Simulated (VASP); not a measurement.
Wanted: the native input for a VASP 6.6.1 run.

```
Task                   : relaxation of cell and atoms
Functional             : PBE
Potentials or basis    : VASP PAW PBE potentials, release 64 (Ti_sv, C)
Cutoff                 : 600 eV
k mesh                 : 6 × 6 × 6
Occupations            : gaussian, width 0.1 eV
Spin                   : no spin polarisation
Dipole correction      : no
Further INCAR settings : ALGO = Normal; EDIFF = 1e-06; IBRION = 2; EDIFFG = -0.04; NSW = 90; ISIF = 3
```

The structure of TiC3 lies in POSCAR:

```
TiC3
1.0
    3.1960731105      0.0000000000      0.0000000000
    0.0000000000      3.1960731105      0.0000000000
    0.0000000000      0.0000000000      3.1960731105
Ti C
1 3
Direct
    0.5000000000      0.5000000000      0.5000000000
    0.5000000000      0.0000000000      0.0000000000
    0.0000000000      0.5000000000      0.0000000000
    0.0000000000      0.0000000000      0.5000000000
```

These files were run (other wordings do the same):

INCAR

```
ALGO = Normal ; EDIFF = 1E-6
EDIFFG = -0.04 ; ENCUT = 600
GGA = PE ; IBRION = 2
ISIF = 3 ; ISMEAR = 0
LASPH = True ; LCHARG = False
LREAL = False ; LWAVE = False
NELM = 60 ; NSW = 90
PREC = Accurate ; SIGMA = 0.1
```

KPOINTS

```
k-points
0
Gamma
  6 6 6
```

Potentials or basis: VASP PAW PBE potentials, release 64 (Ti_sv, C).

Command:

```console
$ cat potpaw_PBE.64/Ti_sv/POTCAR potpaw_PBE.64/C/POTCAR > POTCAR
$ mpirun -np 1 vasp_std > vasp.out
```

It gave:

```yaml
Relaxed_volume: 8.21 Å³/atom
Relaxed_cell: a = 3.203 Å, b = 3.203 Å, c = 3.203 Å, α = 90.00°, β = 90.00°, γ = 90.00°
Space_group_after_relaxing_to_0.05_Å: Pm-3m (No. 221)
Energy_gained_by_relaxing: 0.0 meV/atom
Ionic_steps: 2
Pressure_after_relaxing: -0.5 GPa
Band_gap_on_the_k_mesh: zero (band 12 reaches 12.03 eV, above the bottom of band 13 at 8.92 eV)
```

Run time: 13 s on 1 thread of Intel(R) Xeon(R) 6975P-C (Granite Rapids), with other jobs on the host, peak memory 0.16 GiB.
